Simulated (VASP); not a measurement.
Wanted: the native input for a VASP 6.6.1 run.

- Task: single point
- Functional: PBE
- Potentials or basis: VASP PAW PBE potentials, release 64 (Mg, O)
- Cutoff: 520 eV
- k mesh: 6 × 6 × 2
- Occupations: gaussian, width 0.1 eV
- Spin: collinear spin, ferromagnetic start
- Starting moments: [0.0, 0.0, 0.0, 1.0, 1.0, 1.0] μB
- Dipole correction: no
- Further INCAR settings: ALGO = Normal; EDIFF = 1e-07; NBANDS = 25

The structure of MgO lies in POSCAR:

```
MgO
1.0
    3.1200421183      0.0000000000      0.0000000000
   -1.5600210591      2.7020357353      0.0000000000
    0.0000000000      0.0000000000      8.5531627836
Mg O
3 3
Direct
    0.6666666667      0.3333333333      0.0000000000
    0.3333333333      0.6666666667      0.2918571904
    0.3333333333      0.6666666667      0.7081428096
    0.0000000000      0.0000000000      0.8451995731
    0.0000000000      0.0000000000      0.1548004269
    0.3333333333      0.6666666667      0.5000000000
```

One way to write it, as run:

INCAR

```
  PREC = Accurate
  ENCUT = 520
  EDIFF = 1E-7
  ISMEAR = 0
  SIGMA = 0.1
  LREAL = F
  LASPH = T
  NELM = 150
  ALGO = Normal
  ISIF = 2
  LWAVE = F
  LCHARG = F
  ISPIN = 2
  MAGMOM = 0 0 0 1 1 1
  LORBIT = 11
  GGA = PE
  NBANDS = 25
```

KPOINTS

```
Automatic mesh
0
Gamma
  6 6 2
```

Potentials or basis: VASP PAW PBE potentials, release 64 (Mg, O).

Launch:

```console
$ cat potpaw_PBE.64/Mg/POTCAR potpaw_PBE.64/O/POTCAR > POTCAR
$ mpirun -np 1 vasp_std > vasp.out
```

Results of the run:

```yaml
Pressure: -0.3 GPa
Largest_force: 0.007 eV/Å
Band_gap_on_the_k_mesh: zero (filled and empty bands touch)
Net_moment: 0.00 μB per cell
Valence_electrons_inside_the_program's_atomic_spheres: Mg 0.33, 0.44 (each value once); O 5.03
```

Caveat: the k points lie up to 0.39 Å⁻¹ apart; semilocal functionals underestimate gaps, and a narrow one can read as zero.

Run time: 3.2 min on 1 thread of Intel Xeon 8259CL, with other jobs on the host, peak memory 0.23 GiB.
